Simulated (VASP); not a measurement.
# P (Pm-3n) in VASP: notebook

P is run at these levels: BLYP; tasks: single point, relaxation of cell and atoms.

Program: VASP 6.6.1. These are calculated values, not measurements. Logs are shortened: lines on timing, memory, paths and dates and some standing lists are left out, and cuts for length are marked.

**1. The cell of the first run**

Symmetry: Pm-3n, No. 223, cubic system. Conventional cell: a = 5.144 Å, b = 5.144 Å, c = 5.144 Å, α = 90.00°, β = 90.00°, γ = 90.00°. Within 3.8 Å of P (site symmetry m-3) lie 12 P at 2.88 Å. P (site symmetry -4m2) has 14 P at 2.57 to 3.15 Å within 3.4 Å.

**2. Single point, BLYP**

The input, INCAR:

```
PREC = Accurate
ENCUT = 520
EDIFF = 1E-6
ISMEAR = -1
SIGMA = 0.1
LREAL = False
LASPH = True
NELM = 80
ALGO = Normal
ISIF = 2
LWAVE = False
LCHARG = True
GGA = B5
ALDAX = 1.0
AGGAX = 1.0
AGGAC = 1.0
ALDAC = 0.0
LELF = True
LVHAR = True
NBANDS = 30
```

The input, KPOINTS:

```
Automatic mesh
0
Gamma
  5 5 5
```

The input, POSCAR:

```
P
1.0
    5.1442137381      0.0000000000      0.0000000000
    0.0000000000      5.1442137381      0.0000000000
    0.0000000000      0.0000000000      5.1442137381
P
8
Direct
    1.0000000000      0.0000000000      0.0000000000
    0.5000000000      0.5000000000      0.5000000000
    0.2500000000      1.0000000000      0.5000000000
    0.7500000000      1.0000000000      0.5000000000
    0.5000000000      0.2500000000      0.0000000000
    0.5000000000      0.7500000000      0.0000000000
    0.0000000000      0.5000000000      0.2500000000
    0.0000000000      0.5000000000      0.7500000000
```

Potentials or basis: VASP PAW PBE potentials, release 64 (P).

Command:

```sh
cat potpaw_PBE.64/P/POTCAR > POTCAR
mpirun -np 1 vasp_std > vasp.out
```

OUTCAR:

```text
PREC = Accurate
   ENCUT = 520
   EDIFF = 1E-6
   ISMEAR = -1
   LREAL = False
   LASPH = True
   NELM = 80
   ISIF = 2
   GGA = B5

 ion  position               nearest neighbor table
   1  0.000  0.000  0.000-   3 2.88   4 2.88   5 2.88   6 2.88   7 2.88   8 2.88   3 2.88   4 2.88
                             7 2.88   8 2.88   5 2.88   6 2.88
   2  0.500  0.500  0.500-   3 2.88   4 2.88   5 2.88   6 2.88   7 2.88   8 2.88   5 2.88   6 2.88
                             3 2.88   4 2.88   7 2.88   8 2.88
   3  0.250  0.000  0.500-   4 2.57   4 2.57   1 2.88   1 2.88   2 2.88   2 2.88
   4  0.750  0.000  0.500-   3 2.57   3 2.57   1 2.88   1 2.88   2 2.88   2 2.88
   5  0.500  0.250  0.000-   6 2.57   6 2.57   1 2.88   2 2.88   2 2.88   1 2.88
   6  0.500  0.750  0.000-   5 2.57   5 2.57   1 2.88   2 2.88   2 2.88   1 2.88
   7  0.000  0.500  0.250-   8 2.57   8 2.57   1 2.88   2 2.88   1 2.88   2 2.88
   8  0.000  0.500  0.750-   7 2.57   7 2.57   1 2.88   2 2.88   1 2.88   2 2.88

  LATTYP: Found a simple cubic cell.
 ALAT       =     5.1442137381

  Lattice vectors:

 A1 = (   5.1442137381,   0.0000000000,   0.0000000000)
 A2 = (   0.0000000000,   5.1442137381,   0.0000000000)
 A3 = (   0.0000000000,   0.0000000000,   5.1442137381)

Analysis of symmetry for initial positions (statically):
=====================================================================
 Subroutine PRICEL returns:
 Original cell was already a primitive cell.

 Routine SETGRP: Setting up the symmetry group for a
 simple cubic supercell.

 Subroutine GETGRP returns: Found 48 space group operations
 (whereof 24 operations were pure point group operations)
 out of a pool of 48 trial point group operations.

The static configuration has the point symmetry T_h .
 The point group associated with its full space group is O_h .

Analysis of symmetry for dynamics (positions and initial velocities):
=====================================================================
 Subroutine PRICEL returns:
 Original cell was already a primitive cell.

 Routine SETGRP: Setting up the symmetry group for a
 simple cubic supercell.

 Subroutine GETGRP returns: Found 48 space group operations
 (whereof 24 operations were pure point group operations)
 out of a pool of 48 trial point group operations.

The dynamic configuration has the point symmetry T_h .
 The point group associated with its full space group is O_h .

[... 98 lines left out ...]
   NSW    =      0    number of steps for IOM
   IBRION =     -1    ionic relax: 0-MD 1-quasi-New 2-CG
   NFREE  =      0    steps in history (QN), initial steepest desc. (CG)
   ISIF   =      2    stress and relaxation
   ISYM   =      2    0-nonsym 1-usesym 2-fastsym
   POTIM  = 0.5000    time-step for ionic-motion
   TEBEG  =    0.0;   TEEND  =   0.0 temperature during run
   PSTRESS=    0.0 pullay stress
   NELECT =      40.0000    total number of electrons
   NUPDOWN=      -1.0000    fix difference up-down
   EMIN   =  10.00;   EMAX   =-10.00  energy-range for DOS
   EFERMI =   0.00;   METHOD = LEGACY
   ISMEAR =    -1;   SIGMA  =   0.10  broadening in eV -4-tet -1-fermi 0-gaus
   EFERMI_NEDOS =   21; number of points for ismear=-14 and -15
   IALGO  =     38    algorithm
   IMIX   =      4    mixing-type and parameters
     AMIX     =   0.40;   BMIX     =  1.00
     AMIX_MAG =   1.60;   BMIX_MAG =  1.00
  volume/ion in A,a.u.               =      17.02       114.83
  Fermi-wavevector in a.u.,A,eV,Ry     =   1.088368  2.056718 16.116716  1.184545
  Thomas-Fermi vector in A             =   2.224548
   LORBIT       =      0    0 simple, 1 ext, 2 COOP (PROOUT), +10 PAW based schemes
   GGA     = B5    functional components
   LHFCALC =     F    Hartree Fock is set to
   AEXX    =    0.0000 exact exchange contribution
   IVDW    =     0    specifies the selected vdW correction
   LEPSILON=     F    determine dielectric tensor
   LRPA    =     F    only Hartree local field effects (RPA)
 non-spin polarized calculation
  energy-cutoff  :      520.00
  volume of cell :      136.13
 maximum number of plane-waves:      3743
 NGX is ok and might be reduce to    40
   NGX = 19   NGY = 19   NGZ = 19

 number of electron      40.0000006 magnetization

 Free energy of the ion-electron system (eV)
  ---------------------------------------------------
  ext. energy  EPLUGINS =         0.00000000
  ---------------------------------------------------
  free energy    TOTEN  =       -28.09555898 eV

  energy without entropy =      -27.92386127  energy(sigma->0) =      -28.00971013

 E-fermi :   7.9486     XC(G=0): -10.0848

 val. band max:        7.8860878241   @ k =   0.4000   0.2000   0.0000
 cond. band min:       8.0306291293   @ k =   0.4000   0.2000   0.0000
 fundamental gap:      0.1445413053
 Fermi energy:         7.9486077539

 k-point     1 :       0.0000    0.0000    0.0000
  band No.  band energies     occupation
      1      -6.6867      2.00000
      2      -2.8578      2.00000
      3      -2.8578      2.00000
      4      -2.5414      2.00000
      5      -0.7714      2.00000
      6      -0.7714      2.00000
[... 319 lines left out ...]
     29       9.5905      0.00000
     30      10.0522      0.00000

------------------------ aborting loop because EDIFF is reached ----------------------------------------

  FORCE on cell =-STRESS in cart. coord.  units (eV):
  Direction    XX          YY          ZZ          XY          YZ          ZX
  --------------------------------------------------------------------------------------
  -------------------------------------------------------------------------------------
  Total        0.1235307      0.1235307      0.1235307      0.0000000      0.0000000     -0.0000000
  in kB        1.4538801      1.4538801      1.4538801      0.0000000      0.0000000     -0.0000000
  external PRESSURE =       1.4538801 kB  Pullay stress =       0.0000000 kB

 VOLUME and BASIS-vectors are now :
 -----------------------------------------------------------------------------
  energy-cutoff  :      520.00
  volume of cell :      136.13
      direct lattice vectors                 reciprocal lattice vectors
     5.144213738  0.000000000  0.000000000     0.194393167  0.000000000  0.000000000
     0.000000000  5.144213738  0.000000000     0.000000000  0.194393167  0.000000000
     0.000000000  0.000000000  5.144213738     0.000000000  0.000000000  0.194393167

 POSITION                                       TOTAL-FORCE (eV/Angst)
 -----------------------------------------------------------------------------------
      0.00000      0.00000      0.00000         0.000000      0.000000     -0.000000
      2.57211      2.57211      2.57211         0.000000      0.000000     -0.000000
      1.28605      0.00000      2.57211        -0.000000     -0.000000      0.000000
      3.85816      0.00000      2.57211         0.000000     -0.000000      0.000000
      2.57211      1.28605      0.00000         0.000000      0.000000      0.000000
      2.57211      3.85816      0.00000        -0.000000     -0.000000     -0.000000
      0.00000      2.57211      1.28605        -0.000000     -0.000000      0.000000
      0.00000      2.57211      3.85816        -0.000000      0.000000     -0.000000
 -----------------------------------------------------------------------------------
    total drift:                                0.000000     -0.000000      0.000000

  FREE ENERGIE OF THE ION-ELECTRON SYSTEM (eV)
  ---------------------------------------------------
  free  energy   TOTEN  =       -28.0955589808 eV

  energy  without entropy=      -27.9238612707  energy(sigma->0) =      -28.00971013
```

It took 41 s on 1 thread of Intel Xeon Platinum 8375C at 2.90GHz (Ice Lake), shared host; peak memory 0.23 GiB.

What came out:

- Free energy: -28.0956 eV
- Pressure: 0.1 GPa
- Band gap on the k mesh: zero (bands 20 and 21 overlap by 0.59 eV)

Levels at points of the mesh, in eV from the Fermi level:
```tsv
k point	band 17	band 18	band 19	band 20	band 21	band 22	band 23	band 24
(0.00, 0.00, 0.00)	-2.26	-1.76	-1.76	-1.76	1.03	1.03	1.03	1.44
```

Caveat: the PAW data sets were made with another functional, which shifts forces and pressure a little.

**3. Single point, BLYP**

The input, INCAR:

```
AGGAC = 1.0 ; AGGAX = 1.0
ALDAC = 0.0 ; ALDAX = 1.0
ALGO = Normal ; EDIFF = 1E-6
ENCUT = 520 ; GGA = B5
ISIF = 2 ; ISMEAR = -1
LASPH = True ; LCHARG = True
LELF = True ; LREAL = False
LVHAR = True ; LWAVE = False
NBANDS = 30 ; NELM = 80
PREC = Accurate ; SIGMA = 0.1
```

The input, KPOINTS:

```
k-points
0
Gamma
  7 7 7
```

POSCAR is that of step 2.

Potentials or basis: VASP PAW PBE potentials, release 64 (P).

Command:

```sh
cat potpaw_PBE.64/P/POTCAR > POTCAR
mpirun -np 1 vasp_std > vasp.out
```

Run time: 60 s. Hardware: 1 thread of Intel Xeon Platinum 8375C at 2.90GHz (Ice Lake), shared host; peak memory 0.25 GiB.

The run converged. Its results:

| Item | Value |
| --- | --- |
| Free energy | -28.1175 eV |
| Pressure | -0.1 GPa |
| Band gap on the k mesh | zero (bands 20 and 21 overlap by 0.71 eV) |

Levels at points of the mesh, in eV from the Fermi level:
| k point | band 18 | band 19 | band 20 | band 21 | band 22 | band 23 |
| --- | --- | --- | --- | --- | --- | --- |
| (0.00, 0.00, 0.00) | -1.95 | -1.95 | -1.95 | 0.85 | 0.85 | 0.85 |

Caveat: the PAW data sets were made with another functional, which shifts forces and pressure a little.

**4. Relaxation of cell and atoms, BLYP**

This run uses another cell than the first one, of 15.22 Å³/atom.

The input, INCAR:

```
SYSTEM = P
PREC     = Accurate       ! precision mode
ENCUT    = 600            ! plane-wave cutoff, eV
EDIFF    = 1E-6           ! SCF threshold, eV
ISMEAR   = -1             ! smearing method
SIGMA    = 0.1            ! smearing width, eV
LREAL    = .FALSE.        ! projectors in reciprocal space
LASPH    = .TRUE.         ! aspherical terms in the spheres
NELM     = 100            ! most SCF steps
ALGO     = Normal         ! electronic algorithm
ISIF     = 3              ! what is computed and relaxed
LWAVE    = .FALSE.        ! write WAVECAR
LCHARG   = .FALSE.        ! write CHGCAR
GGA      = B5             ! functional
ALDAX    = 1.0          
AGGAX    = 1.0          
AGGAC    = 1.0          
ALDAC    = 0.0          
IBRION   = 2              ! ionic algorithm
NSW      = 80             ! ionic steps
EDIFFG   = -0.01          ! ionic threshold
```

The input, KPOINTS:

```
Automatic mesh
0
G
  5 5 5
  0 0 0
```

The input, POSCAR:

```
P
1.0
    4.9567132665      0.0000000000      0.0000000000
    0.0000000000      4.9567132665      0.0000000000
    0.0000000000      0.0000000000      4.9567132665
P
8
Direct
    0.0000000000      0.0000000000      0.0000000000
    0.5000000000      0.5000000000      0.5000000000
    0.2500000000      0.0000000000      0.5000000000
    0.7500000000      0.0000000000      0.5000000000
    0.5000000000      0.2500000000      0.0000000000
    0.5000000000      0.7500000000      0.0000000000
    0.0000000000      0.5000000000      0.2500000000
    0.0000000000      0.5000000000      0.7500000000
```

Command:

```sh
cat potpaw_PBE.64/P/POTCAR > POTCAR
mpirun -np 1 vasp_std > vasp.out
```

It took 84 s on 1 thread of Intel Xeon Platinum 8375C at 2.90GHz (Ice Lake), shared host; peak memory 0.23 GiB.

It converged, with:

| Property | Result |
| --- | --- |
| Free energy | -28.0939 eV |
| Relaxed volume | 17.05 Å³/atom |
| Relaxed cell | a = 5.148 Å, b = 5.148 Å, c = 5.148 Å, α = 90.00°, β = 90.00°, γ = 90.00° |
| Space group after relaxing (to 0.1 Å) | Pm-3n (No. 223) |
| Energy gained by relaxing | 46.7 meV/atom |
| Ionic steps | 3 |
| Pressure after relaxing | 0.0 GPa |
| Band gap on the k mesh | zero (bands 20 and 21 overlap by 0.59 eV) |

The path:
| step | energy change (eV) | largest force (eV/Å) | pressure (GPa) | volume (Å³) |
| --- | --- | --- | --- | --- |
| 1 | 0.0000 | 0.0000 | 8.85 | 121.78 |
| 2 | -0.3726 | 0.0000 | -0.36 | 137.21 |
| 3 | -0.3734 | 0.0000 | 0.02 | 136.41 |

Final structure:
```
CELL_PARAMETERS angstrom
5.14778 0.00000 0.00000
0.00000 5.14778 0.00000
0.00000 0.00000 5.14778
ATOMIC_POSITIONS crystal
P 0.00000 0.00000 0.00000
P 0.50000 0.50000 0.50000
P 0.25000 0.00000 0.50000
P 0.75000 0.00000 0.50000
P 0.50000 0.25000 0.00000
P 0.50000 0.75000 0.00000
P 0.00000 0.50000 0.25000
P 0.00000 0.50000 0.75000
```

Levels at points of the mesh, in eV from the Fermi level:
```csv
k point,band 18,band 19,band 20,band 21,band 22,band 23
"(0.00, 0.00, 0.00)",-1.76,-1.76,-1.76,1.03,1.03,1.03
```

Caveat: the PAW data sets were made with another functional, which shifts forces and pressure a little.

**5. Overview**

| task | cell | k mesh | cutoff (eV) | gap on the mesh (eV) | pressure (GPa) |
| --- | --- | --- | --- | --- | --- |
| single point | a = 5.144 Å, 8 atoms | 5 × 5 × 5 | 520 | none | 0.1 |
| single point | a = 5.144 Å, 8 atoms | 7 × 7 × 7 | 520 | none | -0.1 |
| relaxation of cell and atoms | relaxed from a = 4.957 Å, 8 atoms | 5 × 5 × 5 | 600 | none | 0.0 |

Alike in all rows: level BLYP; potentials or basis VASP PAW PBE potentials, release 64 (P); no spin polarisation; smearing fermi-dirac 0.1 eV.

Caveats: the PAW data sets were made with another functional, which shifts forces and pressure a little.

Absolute energies hang on the potentials; compare differences alone.

The gap in the log of VASP goes by the Fermi energy; the results here count the filled bands.